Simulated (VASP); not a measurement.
# AlRu (Pm-3m) in VASP: notebook

The runs below take AlRu through single point, relaxation of cell and atoms, with PBE.

All numbers are computed with VASP 6.6.1; they aren't measurements. Logs are shortened: lines on timing, memory, paths and dates and some standing lists are left out, and cuts for length are marked.

## 1. The cell of the first run

The structure is cubic, space group Pm-3m (No. 221). Conventional cell: a = 3.004 Å, b = 3.004 Å, c = 3.004 Å, α = 90.00°, β = 90.00°, γ = 90.00°. Within 3.4 Å of Al (site symmetry m-3m) lie 8 Ru at 2.60 Å and 6 Al at 3.00 Å. Ru (site symmetry m-3m) has 8 Al at 2.60 Å and 6 Ru at 3.00 Å within 3.4 Å.

## 2. Single point, PBE, collinear spin, ferromagnetic start

File INCAR:

```
SYSTEM = AlRu
PREC = Accurate
ENCUT = 520
EDIFF = 1E-7
ISMEAR = 0
SIGMA = 0.1
LREAL = .FALSE.
LASPH = .TRUE.
NELM = 150
ALGO = Normal
ISIF = 2
LWAVE = .FALSE.
LCHARG = .TRUE.
ISPIN = 2
MAGMOM = 0 1
LORBIT = 11
LMAXMIX = 4
GGA = PE
LELF = .TRUE.
LVHAR = .TRUE.
NBANDS = 20
```

File KPOINTS:

```
regular mesh
0
G
  6 6 6
  0 0 0
```

File POSCAR:

```
AlRu
1.0
    3.0035856113      0.0000000000      0.0000000000
    0.0000000000      3.0035856113      0.0000000000
    0.0000000000      0.0000000000      3.0035856113
Al Ru
1 1
Direct
    0.5000000000      0.5000000000      0.5000000000
    0.0000000000      0.0000000000      0.0000000000
```

Potentials or basis: VASP PAW PBE potentials, release 64 (Al, Ru_pv).

Command:

```bash
$ cat potpaw_PBE.64/Al/POTCAR potpaw_PBE.64/Ru_pv/POTCAR > POTCAR
$ mpirun -np 1 vasp_std > vasp.out
```

OUTCAR:

```text
SYSTEM = AlRu
   PREC = Accurate
   ENCUT = 520
   EDIFF = 1E-7
   ISMEAR = 0
   LREAL = .FALSE.
   LASPH = .TRUE.
   NELM = 150
   ISIF = 2
   ISPIN = 2
   LORBIT = 11
   GGA = PE

 ion  position               nearest neighbor table
   1  0.500  0.500  0.500-   2 2.60   2 2.60   2 2.60   2 2.60   2 2.60   2 2.60   2 2.60   2 2.60

   2  0.000  0.000  0.000-   1 2.60   1 2.60   1 2.60   1 2.60   1 2.60   1 2.60   1 2.60   1 2.60

  LATTYP: Found a simple cubic cell.
 ALAT       =     3.0035856113

  Lattice vectors:

 A1 = (   3.0035856113,   0.0000000000,   0.0000000000)
 A2 = (   0.0000000000,   3.0035856113,   0.0000000000)
 A3 = (   0.0000000000,   0.0000000000,   3.0035856113)

Analysis of symmetry for initial positions (statically):
=====================================================================
 Subroutine PRICEL returns:
 Original cell was already a primitive cell.

 Routine SETGRP: Setting up the symmetry group for a
 simple cubic supercell.

 Subroutine GETGRP returns: Found 48 space group operations
 (whereof 48 operations were pure point group operations)
 out of a pool of 48 trial point group operations.

The static configuration has the point symmetry O_h .

Analysis of symmetry for dynamics (positions and initial velocities):
=====================================================================
 Subroutine PRICEL returns:
 Original cell was already a primitive cell.

 Routine SETGRP: Setting up the symmetry group for a
 simple cubic supercell.

 Subroutine GETGRP returns: Found 48 space group operations
 (whereof 48 operations were pure point group operations)
 out of a pool of 48 trial point group operations.

The dynamic configuration has the point symmetry O_h .

Analysis of structural, dynamic, and magnetic symmetry:
=====================================================================
 Subroutine PRICEL returns:
 Original cell was already a primitive cell.

 Routine SETGRP: Setting up the symmetry group for a
 simple cubic supercell.

 Subroutine GETGRP returns: Found 48 space group operations
 (whereof 48 operations were pure point group operations)
 out of a pool of 48 trial point group operations.

The overall configuration has the point symmetry O_h .

 Subroutine INISYM returns: Found 48 space group operations
 (whereof 48 operations are pure point group operations),
 and found     1 'primitive' translations

----------------------------------------------------------------------------------------

                                     Primitive cell

  volume of cell :      27.0969

  direct lattice vectors                    reciprocal lattice vectors
     3.003585611  0.000000000  0.000000000     0.332935408  0.000000000  0.000000000
     0.000000000  3.003585611  0.000000000     0.000000000  0.332935408  0.000000000
     0.000000000  0.000000000  3.003585611     0.000000000  0.000000000  0.332935408

  length of vectors
     3.003585611  3.003585611  3.003585611     0.332935408  0.332935408  0.332935408

  position of ions in fractional coordinates (direct lattice)
     0.500000000  0.500000000  0.500000000
     0.000000000  0.000000000  0.000000000

  ion indices of the primitive-cell ions
   primitive index   ion index
                 1           1
                 2           2

----------------------------------------------------------------------------------------

 KPOINTS: regular mesh

Automatic generation of k-mesh.
 Grid dimensions read from file:
 generate k-points for:    6    6    6

 Generating k-lattice:

  Cartesian coordinates                     Fractional coordinates (reciprocal lattice)
     0.055489235  0.000000000  0.000000000     0.166666667  0.000000000  0.000000000
     0.000000000  0.055489235  0.000000000     0.000000000  0.166666667  0.000000000
     0.000000000  0.000000000  0.055489235     0.000000000  0.000000000  0.166666667

  Length of vectors
     0.055489235  0.055489235  0.055489235

  Shift w.r.t. Gamma in fractional coordinates (k-lattice)
     0.000000000  0.000000000  0.000000000

 Subroutine IBZKPT returns following result:
 ===========================================

 Found     20 irreducible k-points:

 Following reciprocal coordinates:
            Coordinates               Weight
  0.000000  0.000000  0.000000      1.000000
  0.166667  0.000000  0.000000      6.000000
  0.333333  0.000000  0.000000      6.000000
  0.500000  0.000000  0.000000      3.000000
  0.166667  0.166667  0.000000     12.000000
  0.333333  0.166667  0.000000     24.000000
[... 12 lines left out ...]
  0.500000  0.500000  0.333333      6.000000
  0.500000  0.500000  0.500000      1.000000
   k-points           NKPTS =     20   k-points in BZ     NKDIM =     20   number of bands    NBANDS=     20
   number of dos      NEDOS =    301   number of ions     NIONS =      2
   total plane-waves  NPLWV =  13824
   dimension x,y,z NGX =    24 NGY =   24 NGZ =   24
   dimension x,y,z NGXF=    48 NGYF=   48 NGZF=   48
   ions per type =               1   1
   NGX,Y,Z   is equivalent  to a cutoff of  13.28, 13.28, 13.28 a.u.
   NGXF,Y,Z  is equivalent  to a cutoff of  26.57, 26.57, 26.57 a.u.
 SYSTEM =  AlRu
   PREC   = accura    normal or accurate (medium, high low for compatibility)
   ISTART =      0    job   : 0-new  1-cont  2-samecut
   ICHARG =      2    charge: 1-file 2-atom 10-const
   ISPIN  =      2    spin polarized calculation?
   LNONCOLLINEAR =      F non collinear calculations
   LSORBIT =      F    spin-orbit coupling
   LASPH  =      T    aspherical Exc in radial PAW
   ENCUT  =  520.0 eV  38.22 Ry    6.18 a.u.   5.58  5.58  5.58*2*pi/ulx,y,z
   NELM   =    150;   NELMIN=  2; NELMDL= -5     # of ELM steps
   EDIFF  = 0.1E-06   stopping-criterion for ELM
   LREAL  =      F    real-space projection
   EDIFFG = 0.1E-05   stopping-criterion for IOM
   NSW    =      0    number of steps for IOM
   IBRION =     -1    ionic relax: 0-MD 1-quasi-New 2-CG
   NFREE  =      0    steps in history (QN), initial steepest desc. (CG)
   ISIF   =      2    stress and relaxation
   ISYM   =      2    0-nonsym 1-usesym 2-fastsym
   POTIM  = 0.5000    time-step for ionic-motion
   TEBEG  =    0.0;   TEEND  =   0.0 temperature during run
   PSTRESS=    0.0 pullay stress
   NELECT =      17.0000    total number of electrons
   NUPDOWN=      -1.0000    fix difference up-down
   EMIN   =  10.00;   EMAX   =-10.00  energy-range for DOS
   EFERMI =   0.00;   METHOD = LEGACY
   ISMEAR =     0;   SIGMA  =   0.10  broadening in eV -4-tet -1-fermi 0-gaus
   EFERMI_NEDOS =   21; number of points for ismear=-14 and -15
   IALGO  =     38    algorithm
   IMIX   =      4    mixing-type and parameters
     AMIX     =   0.40;   BMIX     =  1.00
     AMIX_MAG =   1.60;   BMIX_MAG =  1.00
  volume/ion in A,a.u.               =      13.55        91.43
  Fermi-wavevector in a.u.,A,eV,Ry     =   1.401472  2.648398 26.723530  1.964124
  Thomas-Fermi vector in A             =   2.524330
   LORBIT       =     11    0 simple, 1 ext, 2 COOP (PROOUT), +10 PAW based schemes
   GGA     = PE    functional components
   LHFCALC =     F    Hartree Fock is set to
   AEXX    =    0.0000 exact exchange contribution
   IVDW    =     0    specifies the selected vdW correction
   LEPSILON=     F    determine dielectric tensor
   LRPA    =     F    only Hartree local field effects (RPA)
 spin polarized calculation
 Gauss-broadening in eV      SIGMA  =   0.10
  energy-cutoff  :      520.00
  volume of cell :       27.10
 maximum number of plane-waves:       740
 NGX is ok and might be reduce to    24
   NGX = 11   NGY = 11   NGZ = 11

 number of electron      16.9999996 magnetization       0.0230023

 Free energy of the ion-electron system (eV)
  ---------------------------------------------------
  ext. energy  EPLUGINS =         0.00000000
  ---------------------------------------------------
  free energy    TOTEN  =       -14.26106708 eV

  energy without entropy =      -14.24784333  energy(sigma->0) =      -14.25445521

 E-fermi :  10.4227     XC(G=0): -12.5070

 val. band max:       10.4095455274   @ k =   0.3333   0.1667   0.0000
 cond. band min:      10.4292151854   @ k =   0.3333   0.1667   0.0000
 fundamental gap:      0.0196696580
 Fermi energy:        10.4227297291

 spin component 1

 k-point     1 :       0.0000    0.0000    0.0000
  band No.  band energies     occupation
      1     -31.2351      1.00000
      2     -31.2351      1.00000
      3     -31.2351      1.00000
      4       0.9408      1.00000
      5       7.0503      1.00000
      6       7.0503      1.00000
[... 12 lines left out ...]
     19      30.2269      0.00000
     20      32.0488      0.00000
[... 415 lines left out ...]
 k-point    20 :       0.5000    0.5000    0.5000
  band No.  band energies     occupation
      1     -31.3874      1.00000
      2     -31.3874      1.00000
      3     -31.3874      1.00000
      4       5.9715      1.00000
      5       5.9715      1.00000
      6       5.9715      1.00000
[... 12 lines left out ...]
     19      36.1969      0.00000
     20      37.6232      0.00000
 Fermi energy:        10.4227297291

 spin component 2

 k-point     1 :       0.0000    0.0000    0.0000
  band No.  band energies     occupation
      1     -31.2181      1.00000
      2     -31.2181      1.00000
      3     -31.2181      1.00000
      4       0.9424      1.00000
      5       7.0581      1.00000
      6       7.0581      1.00000
[... 12 lines left out ...]
     19      30.2304      0.00000
     20      32.0506      0.00000
[... 415 lines left out ...]
 k-point    20 :       0.5000    0.5000    0.5000
  band No.  band energies     occupation
      1     -31.3706      1.00000
      2     -31.3706      1.00000
      3     -31.3706      1.00000
      4       5.9822      1.00000
      5       5.9822      1.00000
      6       5.9822      1.00000
[... 12 lines left out ...]
     19      36.1937      0.00000
     20      37.6265      0.00000

------------------------ aborting loop because EDIFF is reached ----------------------------------------

  FORCE on cell =-STRESS in cart. coord.  units (eV):
  Direction    XX          YY          ZZ          XY          YZ          ZX
  --------------------------------------------------------------------------------------
  -------------------------------------------------------------------------------------
  Total       -0.0075211     -0.0075211     -0.0075211      0.0000000      0.0000000     -0.0000000
  in kB       -0.4447046     -0.4447046     -0.4447046      0.0000000      0.0000000     -0.0000000
  external PRESSURE =      -0.4447046 kB  Pullay stress =       0.0000000 kB

 VOLUME and BASIS-vectors are now :
 -----------------------------------------------------------------------------
  energy-cutoff  :      520.00
  volume of cell :       27.10
      direct lattice vectors                 reciprocal lattice vectors
     3.003585611  0.000000000  0.000000000     0.332935408  0.000000000  0.000000000
     0.000000000  3.003585611  0.000000000     0.000000000  0.332935408  0.000000000
     0.000000000  0.000000000  3.003585611     0.000000000  0.000000000  0.332935408

 POSITION                                       TOTAL-FORCE (eV/Angst)
 -----------------------------------------------------------------------------------
      1.50179      1.50179      1.50179         0.000000      0.000000      0.000000
      0.00000      0.00000      0.00000         0.000000      0.000000      0.000000
 -----------------------------------------------------------------------------------
    total drift:                                0.000000      0.000000      0.000000

  FREE ENERGIE OF THE ION-ELECTRON SYSTEM (eV)
  ---------------------------------------------------
  free  energy   TOTEN  =       -14.2610670834 eV

  energy  without entropy=      -14.2478433307  energy(sigma->0) =      -14.25445521

 total charge

# of ion       s       p       d       tot
------------------------------------------
    1        0.389   0.410   0.000   0.799
    2        0.340   6.239   6.184  12.763
--------------------------------------------------
tot          0.729   6.649   6.184  13.562

 magnetization (x)

# of ion       s       p       d       tot
------------------------------------------
    1       -0.000  -0.000   0.000  -0.001
    2        0.000   0.000   0.023   0.023
--------------------------------------------------
tot         -0.000  -0.000   0.023   0.022
```

It took 25 s on 1 thread of Intel Xeon Platinum 8488C (Sapphire Rapids), shared host; peak memory 0.15 GiB.

Results:

```yaml
Free_energy: -14.2611 eV
Pressure: 0.0 GPa
Net_moment: 0.02 μB per cell
Site_moments: Al -0.00; Ru +0.02 μB
Valence_electrons_inside_the_program's_atomic_spheres: Al 0.80; Ru 12.76
```

## 3. Single point, PBE

File INCAR:

```
SYSTEM = AlRu
  ALGO = Fast
  EDIFF = 1E-6
  ENCUT = 520
  GGA = PE
  ISIF = 2
  ISMEAR = 0
  LASPH = .True.
  LCHARG = .True.
  LELF = .True.
  LREAL = .False.
  LVHAR = .True.
  LWAVE = .False.
  NBANDS = 16
  NELM = 60
  PREC = Accurate
  SIGMA = 0.1
```

File KPOINTS:

```
k-points
0
Gamma
  18 18 18
  0 0 0
```

POSCAR is that of step 2.

Potentials or basis: VASP PAW PBE potentials, release 64 (Al, Ru_pv).

Command:

```bash
$ cat potpaw_PBE.64/Al/POTCAR potpaw_PBE.64/Ru_pv/POTCAR > POTCAR
$ mpirun -np 1 vasp_std > vasp.out
```

Wall time 55 s (1 thread of Intel Xeon Platinum 8488C (Sapphire Rapids), shared host); peak memory 0.21 GiB.

It converged, with:

* Free energy: -14.2646 eV
* Pressure: -0.1 GPa

Levels at points of the mesh, in eV from the Fermi level:
| k point | band 5 | band 6 | band 7 | band 8 | band 9 | band 10 | band 11 | band 12 | band 13 | band 14 |
| --- | --- | --- | --- | --- | --- | --- | --- | --- | --- | --- |
| (0.00, 0.00, 0.00) | -3.49 | -3.49 | 0.18 | 0.18 | 0.18 | 6.03 | 6.03 | 6.03 | 10.91 | 10.91 |
| (0.50, 0.00, 0.00) | -5.46 | -2.71 | -1.57 | -1.57 | 0.43 | 2.25 | 7.46 | 10.98 | 10.98 | 12.59 |
| (0.50, 0.50, 0.00) | -3.00 | -1.35 | -1.35 | -1.14 | -1.14 | 1.51 | 5.24 | 6.12 | 10.51 | 12.13 |
| (0.50, 0.50, 0.50) | -4.56 | -4.56 | 1.60 | 1.60 | 2.51 | 4.12 | 4.12 | 4.12 | 8.43 | 8.43 |

## 4. Relaxation of cell and atoms, PBE

File INCAR:

```
  ALGO = Normal
  EDIFF = 1E-6
  EDIFFG = -0.01
  ENCUT = 600
  GGA = PE
  IBRION = 2
  ISIF = 3
  ISMEAR = 0
  LASPH = True
  LCHARG = False
  LREAL = False
  LWAVE = False
  NELM = 60
  NSW = 100
  PREC = Accurate
  SIGMA = 0.1
```

File KPOINTS:

```
k-points
0
Gamma
  18 18 18
```

POSCAR is that of step 3.

Command:

```bash
$ cat potpaw_PBE.64/Al/POTCAR potpaw_PBE.64/Ru_pv/POTCAR > POTCAR
$ mpirun -np 1 vasp_std > vasp.out
```

Wall time 68 s (1 thread of AMD EPYC 7R13, shared host); peak memory 0.19 GiB.

It converged, with:

```yaml
Free_energy: -14.2645 eV
Pressure_after_relaxing: 0.0 GPa
```

Final structure:
```
Al Ru
1.0
     3.00359    0.00000    0.00000
     0.00000    3.00359    0.00000
     0.00000    0.00000    3.00359
Al Ru
1 1
Direct
  0.50000 0.50000 0.50000
  0.00000 0.00000 0.00000
```

Levels at points of the mesh, in eV from the Fermi level:
```
           k point  band 7  band 8  band 9  band 10  band 11  band 12
(0.00, 0.00, 0.00)    0.18    0.18    0.18     6.03     6.03     6.03
(0.50, 0.00, 0.00)   -1.57   -1.57    0.43     2.25     7.46    10.98
(0.50, 0.50, 0.00)   -1.35   -1.14   -1.14     1.51     5.24     6.12
(0.50, 0.50, 0.50)    1.60    1.60    2.51     4.12     4.12     4.12
```

Caveat: the relaxation stopped at its first step, so nothing moved.

## 5. Overview

| task | spin | cell | k mesh | cutoff (eV) | gap on the mesh (eV) | pressure (GPa) |
| --- | --- | --- | --- | --- | --- | --- |
| single point | collinear, ferromagnetic start | as given | 6 × 6 × 6 | 520 | none | 0.0 |
| single point | off | as given | 18 × 18 × 18 | 520 | none | -0.1 |
| relaxation of cell and atoms | off | relaxed | 18 × 18 × 18 | 600 | none | 0.0 |

Alike in all rows: level PBE; potentials or basis VASP PAW PBE potentials, release 64 (Al, Ru_pv); smearing gaussian 0.1 eV.

Caveats: the relaxation stopped at its first step, so nothing moved (some runs).

Total energies depend on the potentials used, so only differences within one code and one set of settings carry meaning.
